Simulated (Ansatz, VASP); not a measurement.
# Hf2N: VASP beside Ansatz

```xyz
9
Lattice="5.5330 0.0000 0.0000 -2.7665 4.7917 0.0000 0.0000 0.0000 5.0803" Properties=species:S:1:pos:R:3 pbc="T T T"
Hf    1.8478    3.2004    3.7948
Hf   -0.9187    1.5913    3.7948
Hf    1.8375    0.0000    3.7948
Hf    0.9187    1.5913    1.2855
Hf   -1.8478    3.2004    1.2855
Hf    3.6955    0.0000    1.2855
N     2.7665    1.5972    2.5402
N     0.0000    3.1945    2.5402
N     0.0000    0.0000    0.0000
```

Alike in both runs: functional PBEsol; k mesh 6 × 6 × 8; occupations gaussian, width 0.1 eV; no spin polarisation.

Ansatz relaxed the structure, and its values are those at the end. VASP's run is a single point on that final structure, the one shown.

|  | VASP | Ansatz |
| --- | --- | --- |
| version | VASP 6.6.1 | Ansatz 0.2.0 |
| potentials or method | VASP PAW PBE potentials, release 64 (Hf_pv, N), cutoff 520 eV | scalar-relativistic, plane waves, PAW |
| valence electrons in the cell | 75 | 171 |

```tsv
	VASP	Ansatz	Ansatz less VASP
gap on the k mesh at the Fermi level (eV)	none	none	-
pressure (GPa)	-1.0	0.0	+1.00
rms of the force components (eV/Å)	0.015	0.002	-0.0136
```

VASP's potentials were made for PBE, not for PBEsol. A gap of «none» marks a metal or a gap that the smearing closes. VASP's potentials hold 75 valence electrons a cell and Ansatz's 171, so a difference there can come from the potentials and not from the codes.

Neither program's run includes spin-orbit coupling.
